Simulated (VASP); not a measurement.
# LiMg (Cmmm) in VASP: further runs

The runs below take LiMg through single point, relaxation of cell and atoms, with LDA.

All numbers are computed with VASP 6.6.1; they aren't measurements. Logs are shortened: lines on timing, memory, paths and dates and some standing lists are left out, and cuts for length are marked.

## Step 1: The cell of the first run

The structure is orthorhombic, space group Cmmm (No. 65). Conventional cell: a = 3.349 Å, b = 4.879 Å, c = 4.837 Å, α = 90.00°, β = 90.00°, γ = 90.00°. Li (site symmetry mmm) has 8 Mg at 2.94 to 3.44 Å and 6 Li at 2.96 to 3.35 Å within 3.9 Å. Mg (site symmetry mmm) has 8 Li at 2.94 to 3.44 Å and 6 Mg at 2.96 to 3.35 Å within 3.9 Å.

## Step 2: Single point, LDA

Input file INCAR:

```
SYSTEM = LiMg
PREC = Accurate ; ENCUT = 520
EDIFF = 1E-7 ; ISMEAR = -1
SIGMA = 0.02 ; LREAL = .False.
LASPH = .True. ; NELM = 60
ALGO = Normal ; ISIF = 2
LWAVE = .False. ; LCHARG = .False.
GGA = CA ; NBANDS = 10
```

Input file KPOINTS:

```
Automatic mesh
0
Gamma
  16 16 10
  0 0 0
```

Input file POSCAR:

```
LiMg
1.0
    1.6743666625     -2.4395911719      0.0000000000
    1.6743666625      2.4395911719      0.0000000000
    0.0000000000      0.0000000000      4.8365942976
Li Mg
1 1
Direct
    0.0000000000      0.0000000000      0.0000000000
    0.5000000000      0.5000000000      0.5000000000
```

Potentials or basis: VASP PAW LDA potentials, release 64 (Li_sv, Mg).

Command:

```console
> cat potpaw_LDA.64/Li_sv/POTCAR potpaw_LDA.64/Mg/POTCAR > POTCAR
> mpirun -np 1 vasp_std > vasp.out
```

OUTCAR:

```text
SYSTEM = LiMg
   PREC = Accurate
   ENCUT = 520
   EDIFF = 1E-7
   ISMEAR = -1
   LREAL = .False.
   LASPH = .True.
   NELM = 60
   ISIF = 2
   GGA = CA

 ion  position               nearest neighbor table
   1  0.000  0.000  0.000-   2 2.94   2 2.94   2 2.94   2 2.94
   2  0.500  0.500  0.500-   1 2.94   1 2.94   1 2.94   1 2.94

  LATTYP: Found a base centered orthorhombic cell.
 ALAT       =     3.3487333250
 B/A-ratio  =     1.4570232593
 C/A-ratio  =     1.4443056010

  Lattice vectors:

 A1 = (   1.6743666625,  -2.4395911719,   0.0000000000)
 A2 = (   1.6743666625,   2.4395911719,   0.0000000000)
 A3 = (   0.0000000000,   0.0000000000,   4.8365942976)

Analysis of symmetry for initial positions (statically):
=====================================================================
 Subroutine PRICEL returns:
 Original cell was already a primitive cell.

 Routine SETGRP: Setting up the symmetry group for a
 base centered orthorhombic supercell.

 Subroutine GETGRP returns: Found  8 space group operations
 (whereof  8 operations were pure point group operations)
 out of a pool of  8 trial point group operations.

The static configuration has the point symmetry D_2h.

Analysis of symmetry for dynamics (positions and initial velocities):
=====================================================================
 Subroutine PRICEL returns:
 Original cell was already a primitive cell.

 Routine SETGRP: Setting up the symmetry group for a
 base centered orthorhombic supercell.

 Subroutine GETGRP returns: Found  8 space group operations
 (whereof  8 operations were pure point group operations)
 out of a pool of  8 trial point group operations.

The dynamic configuration has the point symmetry D_2h.

 Subroutine INISYM returns: Found  8 space group operations
 (whereof  8 operations are pure point group operations),
 and found     1 'primitive' translations

----------------------------------------------------------------------------------------

                                     Primitive cell

  volume of cell :      39.5128

  direct lattice vectors                    reciprocal lattice vectors
     1.674366662 -2.439591172  0.000000000     0.298620375 -0.204952373  0.000000000
     1.674366662  2.439591172  0.000000000     0.298620375  0.204952373  0.000000000
     0.000000000  0.000000000  4.836594298     0.000000000  0.000000000  0.206757056

  length of vectors
     2.958903311  2.958903311  4.836594298     0.362187249  0.362187249  0.206757056

  position of ions in fractional coordinates (direct lattice)
     0.000000000  0.000000000  0.000000000
     0.500000000  0.500000000  0.500000000

  ion indices of the primitive-cell ions
   primitive index   ion index
                 1           1
                 2           2

----------------------------------------------------------------------------------------

 KPOINTS: Automatic mesh

Automatic generation of k-mesh.
 Grid dimensions read from file:
 generate k-points for:   16   16   10

 Generating k-lattice:

  Cartesian coordinates                     Fractional coordinates (reciprocal lattice)
     0.018663773 -0.012809523  0.000000000     0.062500000  0.000000000  0.000000000
     0.018663773  0.012809523  0.000000000     0.000000000  0.062500000  0.000000000
     0.000000000  0.000000000  0.020675706     0.000000000  0.000000000  0.100000000

  Length of vectors
     0.022636703  0.022636703  0.020675706

  Shift w.r.t. Gamma in fractional coordinates (k-lattice)
     0.000000000  0.000000000  0.000000000

 Subroutine IBZKPT returns following result:
 ===========================================

 Found    438 irreducible k-points:

 Following reciprocal coordinates:
            Coordinates               Weight
  0.000000  0.000000  0.000000      1.000000
  0.062500  0.000000  0.000000      4.000000
  0.125000  0.000000  0.000000      4.000000
  0.187500  0.000000  0.000000      4.000000
  0.250000  0.000000  0.000000      4.000000
  0.312500  0.000000  0.000000      4.000000
[... 16 lines left out ...]
 -0.125000  0.062500  0.000000      4.000000
 -0.062500  0.062500  0.000000      2.000000
 [... further k-points ...]
   k-points           NKPTS =    438   k-points in BZ     NKDIM =    438   number of bands    NBANDS=     10
   number of dos      NEDOS =    301   number of ions     NIONS =      2
   total plane-waves  NPLWV =  20736
   dimension x,y,z NGX =    24 NGY =   24 NGZ =   36
   dimension x,y,z NGXF=    48 NGYF=   48 NGZF=   72
   ions per type =               1   1
   NGX,Y,Z   is equivalent  to a cutoff of  13.48, 13.48, 12.37 a.u.
   NGXF,Y,Z  is equivalent  to a cutoff of  26.97, 26.97, 24.75 a.u.
 SYSTEM =  LiMg
   PREC   = accura    normal or accurate (medium, high low for compatibility)
   ISTART =      0    job   : 0-new  1-cont  2-samecut
   ICHARG =      2    charge: 1-file 2-atom 10-const
   ISPIN  =      1    spin polarized calculation?
   LNONCOLLINEAR =      F non collinear calculations
   LSORBIT =      F    spin-orbit coupling
   LASPH  =      T    aspherical Exc in radial PAW
   ENCUT  =  520.0 eV  38.22 Ry    6.18 a.u.   5.50  5.50  8.99*2*pi/ulx,y,z
   NELM   =     60;   NELMIN=  2; NELMDL= -5     # of ELM steps
   EDIFF  = 0.1E-06   stopping-criterion for ELM
   LREAL  =      F    real-space projection
   EDIFFG = 0.1E-05   stopping-criterion for IOM
   NSW    =      0    number of steps for IOM
   IBRION =     -1    ionic relax: 0-MD 1-quasi-New 2-CG
   NFREE  =      0    steps in history (QN), initial steepest desc. (CG)
   ISIF   =      2    stress and relaxation
   ISYM   =      2    0-nonsym 1-usesym 2-fastsym
   POTIM  = 0.5000    time-step for ionic-motion
   TEBEG  =    0.0;   TEEND  =   0.0 temperature during run
   PSTRESS=    0.0 pullay stress
   NELECT =       5.0000    total number of electrons
   NUPDOWN=      -1.0000    fix difference up-down
   EMIN   =  10.00;   EMAX   =-10.00  energy-range for DOS
   EFERMI =   0.00;   METHOD = LEGACY
   ISMEAR =    -1;   SIGMA  =   0.02  broadening in eV -4-tet -1-fermi 0-gaus
   EFERMI_NEDOS =   21; number of points for ismear=-14 and -15
   IALGO  =     38    algorithm
   IMIX   =      4    mixing-type and parameters
     AMIX     =   0.40;   BMIX     =  1.00
     AMIX_MAG =   1.60;   BMIX_MAG =  1.00
  volume/ion in A,a.u.               =      19.76       133.32
  Fermi-wavevector in a.u.,A,eV,Ry     =   0.821900  1.553166  9.191006  0.675520
  Thomas-Fermi vector in A             =   1.933141
   LORBIT       =      0    0 simple, 1 ext, 2 COOP (PROOUT), +10 PAW based schemes
   GGA     = CA    functional components
   LHFCALC =     F    Hartree Fock is set to
   AEXX    =    0.0000 exact exchange contribution
   IVDW    =     0    specifies the selected vdW correction
   LEPSILON=     F    determine dielectric tensor
   LRPA    =     F    only Hartree local field effects (RPA)
 non-spin polarized calculation
  energy-cutoff  :      520.00
  volume of cell :       39.51
 maximum number of plane-waves:      1084
 NGX is ok and might be reduce to    24
   NGX = 11   NGY = 11   NGZ = 17

 number of electron       5.0000006 magnetization

 Free energy of the ion-electron system (eV)
  ---------------------------------------------------
  ext. energy  EPLUGINS =         0.00000000
  ---------------------------------------------------
  free energy    TOTEN  =        -3.95748166 eV

  energy without entropy =       -3.95677382  energy(sigma->0) =       -3.95712774

 E-fermi :   1.8450     XC(G=0):  -8.2462

 val. band max:        1.8424276868   @ k =  -0.3125   0.2500   0.2000
 cond. band min:       1.8560443401   @ k =  -0.4375   0.1250   0.3000
 fundamental gap:      0.0136166533
 Fermi energy:         1.8450037769

 k-point     1 :       0.0000    0.0000    0.0000
  band No.  band energies     occupation
      1     -43.5026      2.00000
      2      -4.0122      2.00000
      3       1.1753      2.00000
      4       3.4008      0.00000
      5      12.5046      0.00000
      6      12.9127      0.00000
      7      13.8343      0.00000
      8      16.4549      0.00000
      9      17.4533      0.00000
     10      17.4659      0.00000

 k-point     2 :       0.0625    0.0000    0.0000
  band No.  band energies     occupation
      1     -43.5021      2.00000
      2      -3.9401      2.00000
      3       1.2474      2.00000
      4       3.4413      0.00000
      5      11.4450      0.00000
      6      12.6519      0.00000
      7      14.6780      0.00000
      8      16.3282      0.00000
      9      16.7302      0.00000
     10      16.8972      0.00000

 k-point     3 :       0.1250    0.0000    0.0000
  band No.  band energies     occupation
      1     -43.5007      2.00000
      2      -3.7244      2.00000
      3       1.4635      2.00000
      4       3.5562      0.00000
      5       9.7741      0.00000
      6      12.3831      0.00000
      7      14.8927      0.00000
      8      15.1356      0.00000
      9      15.6353      0.00000
     10      16.4105      0.00000

 k-point     4 :       0.1875    0.0000    0.0000
  band No.  band energies     occupation
      1     -43.4987      2.00000
      2      -3.3666      2.00000
      3       1.8237      1.48799
      4       3.7173      0.00000
      5       8.1565      0.00000
      6      12.0852      0.00000
      7      13.3500      0.00000
      8      13.7903      0.00000
      9      14.8359      0.00000
     10      16.7918      0.00000
[... 222 lines left out ...]
 k-point    22 :      -0.1875    0.0625    0.0000
  band No.  band energies     occupation
      1     -43.4988      2.00000
      2      -3.4484      2.00000
      3       1.7404      1.98938
      4       3.7184      0.00000
      5       8.7714      0.00000
      6      12.9136      0.00000
      7      13.9253      0.00000
      8      14.1068      0.00000
      9      14.6562      0.00000
     10      15.3712      0.00000

 k-point    23 :      -0.1250    0.0625    0.0000
  band No.  band energies     occupation
      1     -43.5006      2.00000
      2      -3.7553      2.00000
      3       1.4320      2.00000
      4       3.5609      0.00000
      5      10.3379      0.00000
      6      13.2552      0.00000
      7      14.4217      0.00000
      8      14.9068      0.00000
      9      15.8736      0.00000
     10      15.9380      0.00000

 k-point    24 :      -0.0625    0.0625    0.0000
  band No.  band energies     occupation
      1     -43.5018      2.00000
      2      -3.9196      2.00000
      3       1.2676      2.00000
      4       3.4621      0.00000
      5      11.4860      0.00000
      6      13.4718      0.00000
      7      13.9201      0.00000
      8      15.7732      0.00000
      9      16.5275      0.00000
     10      17.2796      0.00000

 [... further k-points ...]

------------------------ aborting loop because EDIFF is reached ----------------------------------------

  FORCE on cell =-STRESS in cart. coord.  units (eV):
  Direction    XX          YY          ZZ          XY          YZ          ZX
  --------------------------------------------------------------------------------------
  -------------------------------------------------------------------------------------
  Total       -0.0479101     -0.0488452     -0.0455526      0.0000000      0.0000000      0.0000000
  in kB       -1.9426742     -1.9805933     -1.8470823      0.0000000      0.0000000      0.0000000
  external PRESSURE =      -1.9234499 kB  Pullay stress =       0.0000000 kB

 VOLUME and BASIS-vectors are now :
 -----------------------------------------------------------------------------
  energy-cutoff  :      520.00
  volume of cell :       39.51
      direct lattice vectors                 reciprocal lattice vectors
     1.674366662 -2.439591172  0.000000000     0.298620375 -0.204952373  0.000000000
     1.674366662  2.439591172  0.000000000     0.298620375  0.204952373  0.000000000
     0.000000000  0.000000000  4.836594298     0.000000000  0.000000000  0.206757056

 POSITION                                       TOTAL-FORCE (eV/Angst)
 -----------------------------------------------------------------------------------
      0.00000      0.00000      0.00000         0.000000      0.000000      0.000000
      1.67437      0.00000      2.41830        -0.000000     -0.000000      0.000000
 -----------------------------------------------------------------------------------
    total drift:                                0.000000     -0.000000      0.000000

  FREE ENERGIE OF THE ION-ELECTRON SYSTEM (eV)
  ---------------------------------------------------
  free  energy   TOTEN  =        -3.9574816632 eV

  energy  without entropy=       -3.9567738218  energy(sigma->0) =       -3.95712774
```

Run time: 37 s. Hardware: 1 thread of Intel Xeon 6975P-C (Granite Rapids), shared host; peak memory 0.27 GiB.

Results:

| Property | Result |
| --- | --- |
| Free energy | -3.9575 eV |
| Band gap on the k mesh | zero (an odd number of electrons rules out a gap without spin polarisation) |

Levels at points of the mesh, in eV from the Fermi level:
```
           k point  band 1  band 2  band 3  band 4  band 5  band 6  band 7  band 8
(0.00, 0.00, 0.00)  -45.35   -5.86   -0.67    1.56   10.66   11.07   11.99   14.61
(0.50, 0.00, 0.00)  -45.34   -1.66   -1.15    3.54    4.43    4.62    7.01    9.63
(0.50, 0.50, 0.00)  -45.33   -0.78    0.81    4.78    4.92    5.45    5.80    6.13
(0.00, 0.00, 0.50)  -45.35   -5.33   -2.96    6.62    8.48   11.33   11.52   13.04
(0.50, 0.00, 0.50)  -45.34   -0.99   -0.16    0.03    2.43   10.05   10.32   10.51
(0.50, 0.50, 0.50)  -45.33    0.41    1.09    1.10    3.32    6.77    7.02    8.19
```

Caveat: the cutoff is under 1.25 times the usual one of these potentials, so pressure, stress and relaxed cells hold a basis-set (Pulay) error.

## Step 3: Relaxation of cell and atoms, LDA

This run uses another cell than the first one, of 20.76 Å³/atom.

Input file INCAR:

```
ALGO = Normal
EDIFF = 1E-6
EDIFFG = -0.02
ENCUT = 600
GGA = CA
IBRION = 2
ISIF = 3
ISMEAR = -1
LASPH = True
LCHARG = False
LREAL = False
LWAVE = False
NELM = 100
NSW = 60
PREC = Accurate
SIGMA = 0.02
```

Input file KPOINTS:

```
k-points
0
Gamma
  16 16 10
```

Input file POSCAR:

```
LiMg
1.0
    1.7246200000     -2.4619500000      0.0000000000
    1.7246200000      2.4619500000      0.0000000000
    0.0000000000      0.0000000000      4.8884100000
Li Mg
1 1
Direct
    0.0000000000      0.0000000000      0.0000000000
    0.5000000000      0.5000000000      0.5000000000
```

Potentials or basis: VASP PAW LDA potentials, release 64 (Li_sv, Mg).

Command:

```console
> cat potpaw_LDA.64/Li_sv/POTCAR potpaw_LDA.64/Mg/POTCAR > POTCAR
> mpirun -np 1 vasp_std > vasp.out
```

Wall time 78 s (1 thread of Intel Xeon 6975P-C (Granite Rapids), shared host); peak memory 0.29 GiB.

Results (log left out):

```yaml
Free_energy: -3.9582 eV
Relaxed_volume: 19.59 Å³/atom
Relaxed_cell: a = 2.951 Å, b = 2.951 Å, c = 4.795 Å, α = 90.00°, β = 90.00°, γ = 110.22°
Space_group_after_relaxing_to_0.1_Å: Cmmm (No. 65)
Energy_gained_by_relaxing: 5.5 meV/atom
Ionic_steps: 5
Pressure_after_relaxing: 0.0 GPa
Band_gap_on_the_k_mesh: zero (an odd number of electrons rules out a gap without spin polarisation)
```

Stress tensor (GPa, compression positive):
```
-0.06  0.00  0.00
 0.00  0.13  0.00
 0.00  0.00 -0.07
```

The path:
| step | energy change (eV) | largest force (eV/Å) | pressure (GPa) | volume (Å³) |
| --- | --- | --- | --- | --- |
| 1 | 0.0000 | 0.0000 | -1.44 | 41.51 |
| 2 | -0.0078 | 0.0000 | -0.80 | 40.40 |
| 3 | -0.0109 | 0.0000 | -0.05 | 39.28 |
| 4 | -0.0109 | 0.0000 | 0.00 | 39.20 |
| 5 | -0.0110 | 0.0000 | 0.00 | 39.18 |

Final structure:
```
Li Mg
1.0
     1.68802   -2.42047    0.00000
     1.68802    2.42047    0.00000
     0.00000    0.00000    4.79465
Li Mg
1 1
Cartesian
  1.6880 -2.4205 0.0000
  1.6880 0.0000 2.3973
```

Levels at points of the mesh, in eV from the Fermi level:
| k point | band 1 | band 2 | band 3 | band 4 | band 5 | band 6 |
| --- | --- | --- | --- | --- | --- | --- |
| (0.00, 0.00, 0.00) | -45.32 | -5.87 | -0.62 | 1.64 | 10.55 | 10.91 |
| (0.50, 0.00, 0.00) | -45.31 | -1.71 | -1.19 | 3.56 | 4.46 | 4.69 |
| (0.50, 0.50, 0.00) | -45.30 | -0.74 | 0.90 | 4.94 | 5.08 | 5.22 |
| (0.00, 0.00, 0.50) | -45.32 | -5.33 | -2.96 | 6.80 | 8.69 | 11.24 |
| (0.50, 0.00, 0.50) | -45.31 | -1.02 | -0.20 | 0.01 | 2.41 | 10.20 |
| (0.50, 0.50, 0.50) | -45.30 | 0.50 | 1.15 | 1.20 | 3.40 | 6.57 |

Caveat: the cutoff is under 1.25 times the usual one of these potentials, so pressure, stress and relaxed cells hold a basis-set (Pulay) error.
